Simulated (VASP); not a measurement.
A run of VASP 6.6.1:

The input POSCAR:

```
Al2Ru
1.0
    0.0000000000      3.9898374997      4.3915250777
    2.3524746913      0.0000000000      4.3915250777
    2.3524746913      3.9898374997      0.0000000000
Al Ru
4 2
Direct
    0.0790610300      0.4209389700      0.0790610300
    0.4209389700      0.0790610300      0.4209389700
    0.1709389700      0.8290610300      0.1709389700
    0.8290610300      0.1709389700      0.8290610300
    0.7500000000      0.7500000000      0.7500000000
    0.5000000000      0.5000000000      0.5000000000
```

File INCAR.step1:

```
ALGO = Normal
EDIFF = 1E-4
ENCUT = 520
GGA = PE
ISMEAR = 0
LASPH = True
LCHARG = False
LREAL = False
LWAVE = True
NBANDS = 29
NELM = 80
PREC = Accurate
SIGMA = 0.01
```

INCAR.step2

```
ALGO = Normal
EDIFF = 1E-7
ENCUT = 520
ISIF = 2
ISMEAR = 0
ISTART = 1
LASPH = True
LCHARG = False
LMIXTAU = True
LREAL = False
LWAVE = False
METAGGA = R2SCAN
NBANDS = 29
NELM = 80
PREC = Accurate
SIGMA = 0.01
```

File KPOINTS:

```
k-points
0
Gamma
  2 2 2
```

Potentials or basis: VASP PAW PBE potentials, release 64 (Al, Ru_pv).

Run with:

```sh
$ cat potpaw_PBE.64/Al/POTCAR potpaw_PBE.64/Ru_pv/POTCAR > POTCAR
$ cp INCAR.step1 INCAR
$ mpirun -np 1 vasp_std > vasp.out
$ cp INCAR.step2 INCAR
$ mpirun -np 1 vasp_std > vasp.out
```

Hardware: 1 thread of Intel(R) Xeon(R) Platinum 8488C (Sapphire Rapids), with other jobs on the host.

**Question.** How long does it take, and how much memory?

**Answer.** Run time: 71 s on 1 thread of Intel(R) Xeon(R) Platinum 8488C (Sapphire Rapids), with other jobs on the host, peak memory 0.26 GiB. Counts: k points 5.
